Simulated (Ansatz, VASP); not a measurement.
**One calculation of H, two programs**

```
CELL_PARAMETERS angstrom
-1.90124 1.80850 2.28556
1.90124 -1.80850 2.28556
1.90124 1.80850 -2.28556
ATOMIC_POSITIONS crystal
H 0.91789 0.91789 0.00000
H 0.08211 0.08211 0.00000
```

Change from the starting cell: strain +0.0250 x Voigt [1, -1, 0, 0, 0, 0], atoms carried along.

Alike in both runs: task single point; functional PBE; k mesh 8 × 8 × 8; occupations gaussian, width 0.05 eV; no spin polarisation.

|  | VASP | Ansatz |
| --- | --- | --- |
| version | VASP 6.6.1 | Ansatz 0.2.0 |
| potentials or method | VASP PAW PBE potentials, release 64 (H), cutoff 520 eV | scalar-relativistic, plane waves, PAW |
| valence electrons in the cell | 2 | 2 |

|  | VASP | Ansatz | Ansatz less VASP |
| --- | --- | --- | --- |
| gap on the k mesh at the Fermi level (eV) | 9.18 | 9.18 | -0.001 |
| least direct gap on the mesh (eV) | 9.68 | 9.68 | -0.001 |
| pressure (GPa) | -0.1 | 0.0 | +0.16 |
| rms of the force components (eV/Å) | 0.005 | 0.001 | -0.0041 |

Atom by atom the forces differ by 0.007 eV/Å (rms over components). With one functional, cell and mesh, what is left measures potentials, basis and numerics.
